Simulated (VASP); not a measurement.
The system is Zr2C.

```
Zr C
1.0
     3.98124   -2.25769    0.00000
     3.98124    2.25769    0.00000
     0.00000    0.00000    4.39710
Zr C
4 2
Direct
  0.89000 0.45000 0.25000
  0.55000 0.11000 0.25000
  0.45000 0.89000 0.75000
  0.11000 0.55000 0.75000
  0.78000 0.22000 0.75000
  0.22000 0.78000 0.25000
```

| Item | Value |
| --- | --- |
| Program | VASP 6.6.1 |
| Task | relaxation of cell and atoms |
| Functional | PBE |
| Potentials or basis | VASP PAW PBE potentials, release 64 (Zr_sv, C) |
| Cutoff | 600 eV |
| k mesh | 4 × 4 × 4 |
| Occupations | gaussian, width 0.1 eV |
| Spin | no spin polarisation |

At the start: pressure 36.4 GPa; volume 13.17 Å³/atom.

Problem. How do energy, volume and symmetry change on relaxing?

Solution. Over 33 steps the energy falls by 1256.7 meV/atom and the volume is 16.88 Å³/atom (+28.1 %); space group Cmcm (No. 63, to 0.1 Å) before, Fmmm (No. 69, to 0.1 Å).

The path:
```csv
step,energy change (eV),largest force (eV/Å),pressure (GPa),volume (Å³)
1,0.0000,5.2173,36.39,79.05
2,-1.1911,1.8227,-20.42,118.17
3,-3.5266,1.5348,-6.89,98.44
4,-3.5412,1.7536,-4.89,97.02
5,-4.5138,0.6555,-2.54,94.86
6,-4.7137,1.4478,0.35,93.64
7,-5.3392,0.3964,2.65,92.67
8,-5.4420,0.9546,4.85,91.79
9,-5.4410,1.1342,5.33,91.60
10,-5.6636,0.8726,-0.53,95.69
11,-5.7626,0.8297,-4.86,99.04
12,-6.0316,0.4497,-3.71,98.90
13,-5.9107,1.4537,6.23,97.34
14,-6.2150,0.3890,-1.31,98.53
15,-6.2279,0.4639,-0.16,98.35
16,-6.3948,1.0033,2.04,98.13
17,-6.4936,2.1240,7.76,97.34
18,-6.5844,2.1060,7.20,97.96
19,-6.8494,1.9262,5.62,99.73
20,-7.0382,1.2967,4.10,102.76
21,-7.0522,1.4165,4.24,102.30
22,-7.1593,1.1468,1.94,103.16
23,-7.3018,0.4615,-3.86,105.62
24,-7.3924,0.4998,-2.78,104.50
25,-7.5060,0.5565,0.14,101.83
26,-7.5112,0.5624,1.08,101.02
27,-7.5327,0.1358,0.04,101.08
28,-7.5336,0.0460,-0.22,101.10
29,-7.5363,0.0232,0.01,100.95
30,-7.5382,0.0186,0.43,100.69
31,-7.5394,0.0205,0.10,101.00
32,-7.5397,0.0333,-0.21,101.28
33,-7.5402,0.0318,0.04,101.26
```

Final structure:
```xyz
6
Lattice="5.6069 -1.6967 0.0000 5.6069 1.6967 0.0000 0.0000 0.0000 5.3223" Properties=species:S:1:pos:R:3 pbc="T T T"
Zr    7.1043   -0.8483    1.3306
Zr    4.1096   -0.8483    1.3306
Zr    7.1043    0.8483    3.9917
Zr    4.1096    0.8483    3.9917
C     5.6069   -0.8481    3.9917
C     5.6069    0.8481    1.3306
```

Caveat: the k points lie up to 0.48 Å⁻¹ apart in the final cell, too coarse for converged energies and pressures of a metal; the volume moved by over 15 % at a fixed basis, so the end points are rough.
